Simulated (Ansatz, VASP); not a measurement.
**GdO in VASP and in Ansatz**

```xyz
2
Lattice="0.0000 2.6850 2.6850 2.6850 0.0000 2.6850 2.6850 2.6850 0.0000" Properties=species:S:1:pos:R:3 pbc="T T T"
Gd    0.0000    0.0000    0.0000
O     1.3425    1.3425    1.3425
```

Alike in both runs: task single point; functional PBE; dispersion D3(BJ); k mesh 8 × 8 × 8; occupations gaussian, width 0.05 eV; collinear spin; Hubbard terms Gd f U = 6.0 eV.

|  | VASP | Ansatz |
| --- | --- | --- |
| version | VASP 6.6.1 | Ansatz 0.2.0 |
| potentials or method | VASP PAW PBE potentials, release 64 (Gd, O), cutoff 520 eV | scalar-relativistic, plane waves, PAW |
| valence electrons in the cell | 24 | 24 |

|  | VASP | Ansatz | Ansatz less VASP |
| --- | --- | --- | --- |
| gap on the k mesh at the Fermi level (eV) | none | none | - |
| pressure (GPa) | -0.8 | -0.8 | -0.04 |
| net moment per atom (μB) | 3.97 | 3.97 | 0.000 |
| size of the moment on the site where the two differ most (μB) | 7.07 | 7.01 | -0.060 |

Site moments also hang on the region over which each program counts them. The programs project onto different local orbitals, so the same U acts differently, and such runs can settle in different states. A gap of «none» marks a metal or a gap that the smearing closes. Ansatz's warnings: filled band counts differ across k points, stability check not made.

Neither program's run includes spin-orbit coupling.
